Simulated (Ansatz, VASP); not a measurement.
## One calculation of Li2O, two programs

```
Li O
1.0
     0.00000    2.28347    2.28347
     2.28347    0.00000    2.28347
     2.28347    2.28347    0.00000
Li O
2 1
Direct
  0.25000 0.25000 0.25000
  0.75000 0.75000 0.75000
  0.00000 0.00000 0.00000
```

Alike in both runs: task single point; functional PBE; k mesh 8 × 8 × 8; occupations gaussian, width 0.02 eV; no spin polarisation.

|  | VASP | Ansatz |
| --- | --- | --- |
| version | VASP 6.6.1 | Ansatz 0.2.0 |
| potentials or method | VASP PAW PBE potentials, release 64 (Li_sv, O), cutoff 750 eV | scalar-relativistic, plane waves, PAW |
| valence electrons in the cell | 12 | 12 |

```tsv
	VASP	Ansatz	Ansatz less VASP
gap on the k mesh at the Fermi level (eV)	5.04	5.06	+0.013
least direct gap on the mesh (eV)	5.53	5.52	-0.005
pressure (GPa)	3.0	3.3	+0.28
```

With one functional, cell and mesh, what is left measures potentials, basis and numerics.
